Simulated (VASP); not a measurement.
The system is InAs2.

```
CELL_PARAMETERS angstrom
1.86702 1.07792 5.63887
-1.86702 1.07792 5.63887
0.00000 -2.15584 5.63887
ATOMIC_POSITIONS crystal
In 0.00000 0.00000 0.00000
As 0.75000 0.75000 0.75000
As 0.25000 0.25000 0.25000
```

```yaml
Program: VASP 6.6.1
Task: relaxation of cell and atoms
Functional: PBE
Potentials_or_basis: VASP PAW PBE potentials, release 64 (In_d, As)
Cutoff: 600 eV
k_mesh: 6 × 6 × 6
Occupations: gaussian, width 0.1 eV
Spin: no spin polarisation
```

At the start: pressure 14.2 GPa; volume 22.70 Å³/atom.

Where does the relaxation end?

Over 40 steps the energy falls by 554.0 meV/atom and the volume is 25.93 Å³/atom (+14.3 %); space group R-3m (No. 166, to 0.1 Å) before and after.

The path:
```tsv
step	energy change (eV)	largest force (eV/Å)	pressure (GPa)	volume (Å³)
1	0.0000	2.4547	14.17	68.09
2	-0.4048	0.0457	-6.36	89.81
3	-0.6219	0.5853	-1.40	80.20
4	-0.6220	0.6097	-1.21	79.94
5	-0.6914	0.6860	-1.05	78.41
6	-0.9176	1.0094	0.21	73.77
7	-0.9472	0.1036	10.00	64.30
8	-1.0644	1.1371	2.66	70.06
9	-1.1031	0.7927	5.45	67.19
10	-1.1217	0.6335	5.31	67.26
11	-1.1349	0.4031	5.25	67.35
12	-1.1686	0.4018	4.14	68.20
13	-1.2351	0.4078	1.23	70.80
14	-1.2338	0.4384	-3.12	76.17
15	-1.2549	0.4213	-1.19	73.50
16	-1.2674	0.4297	-1.20	73.37
17	-1.3028	0.4460	-1.19	72.99
18	-1.3676	0.5433	-0.93	72.15
19	-1.4877	0.4927	0.03	70.24
20	-1.4553	0.1751	6.93	65.60
21	-1.5384	0.4145	2.27	68.41
22	-1.5697	0.3778	1.65	69.58
23	-1.6303	0.1776	0.82	73.11
24	-1.5496	1.2146	1.58	80.17
25	-1.6440	0.1803	1.12	74.77
26	-1.6444	0.2632	1.13	75.36
27	-1.6524	0.0391	-0.52	77.63
28	-1.6529	0.0226	-0.19	77.16
29	-1.6541	0.0024	-0.16	77.00
30	-1.6560	0.0587	-0.07	76.56
31	-1.6561	0.0780	-0.04	76.41
32	-1.6566	0.0076	0.24	76.20
33	-1.6566	0.0043	0.25	76.19
34	-1.6571	0.0021	0.22	76.34
35	-1.6581	0.0243	0.14	76.80
36	-1.6585	0.0893	-0.01	77.71
37	-1.6591	0.0418	-0.20	78.00
38	-1.6592	0.0045	-0.37	78.27
39	-1.6601	0.0084	-0.31	78.15
40	-1.6620	0.0296	-0.11	77.80
```

Final structure:
```cif
data_structure
_symmetry_space_group_name_H-M 'P 1'
_symmetry_Int_Tables_number 1
_cell_length_a 7.1482
_cell_length_b 7.1482
_cell_length_c 7.1482
_cell_angle_alpha 29.381
_cell_angle_beta 29.381
_cell_angle_gamma 29.381
_cell_volume 77.80
loop_
_atom_site_label
_atom_site_type_symbol
_atom_site_fract_x
_atom_site_fract_y
_atom_site_fract_z
_atom_site_occupancy
In1 In 0.00000 0.00000 0.00000 1
As1 As 0.79823 0.79823 0.79823 1
As2 As 0.20177 0.20177 0.20177 1
```

Caveat: a cell axis changed by over 15 % at a fixed basis, so the end point is rough; an odd number of electrons without spin polarisation forces a metal; a magnetic or distorted state may lie lower.
